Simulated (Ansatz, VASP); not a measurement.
**One calculation of Ta, two programs**

Contents of INCAR:

```
SYSTEM = Ta
ALGO     = Fast           ! electronic algorithm
EDIFF    = 1E-6           ! SCF threshold, eV
ENCUT    = 520            ! plane-wave cutoff, eV
GGA      = PS             ! functional
ISIF     = 2              ! what is computed and relaxed
ISMEAR   = 0              ! smearing method
LASPH    = .True.         ! aspherical terms in the spheres
LCHARG   = .True.         ! write CHGCAR
LELF     = .True.         ! ELF
LREAL    = .False.        ! projectors in reciprocal space
LVHAR    = .True.       
LWAVE    = .False.        ! write WAVECAR
NBANDS   = 12             ! bands
NELM     = 100            ! most SCF steps
PREC     = Accurate       ! precision mode
SIGMA    = 0.1            ! smearing width, eV
```

KPOINTS

```
k-points
0
Gamma
  18 18 18
  0 0 0
```

File POSCAR:

```
Ta
1.0
   -1.6724298857      1.6724298857      1.6724298857
    1.6724298857     -1.6724298857      1.6724298857
    1.6724298857      1.6724298857     -1.6724298857
Ta
1
Direct
    0.0000000000      0.0000000000      0.0000000000
```

Input for Ansatz:

```yaml
crystal:
  lattice:
    - [-1.6724298857, 1.6724298857, 1.6724298857]
    - [1.6724298857, -1.6724298857, 1.6724298857]
    - [1.6724298857, 1.6724298857, -1.6724298857]
  atoms:
    - { symbol: Ta, position: [0.0, 0.0, 0.0] }
basis:
  ecutwfc: 420
kpoints:
  mp_grid: { grid: [18, 18, 18] }
hamiltonian:
  xc: pbesol
scf:
  occupations: { method: gaussian, width: 0.1 }
output:
  forces: true
  stress: true
  eigenvalues: true
```

Alike in both runs: task single point; functional PBEsol; k mesh 18 × 18 × 18; occupations gaussian, width 0.1 eV; no spin polarisation.

```csv
,VASP,Ansatz
version,VASP 6.6.1,Ansatz 0.2.0
potentials or method,"VASP PAW PBE potentials, release 64 (Ta_pv), cutoff 520 eV","scalar-relativistic, plane waves, PAW"
valence electrons in the cell,11,13
```

```tsv
	VASP	Ansatz	Ansatz less VASP
gap on the k mesh at the Fermi level (eV)	none	none	-
pressure (GPa)	-10.7	-10.8	-0.09
```

VASP's potentials were made for PBE, not for PBEsol. A gap of «none» marks a metal or a gap that the smearing closes. With one functional, cell and mesh, what is left measures potentials, basis and numerics. VASP's potentials hold 11 valence electrons a cell and Ansatz's 13, so a difference there can come from the potentials and not from the codes.

Neither program's run includes spin-orbit coupling.
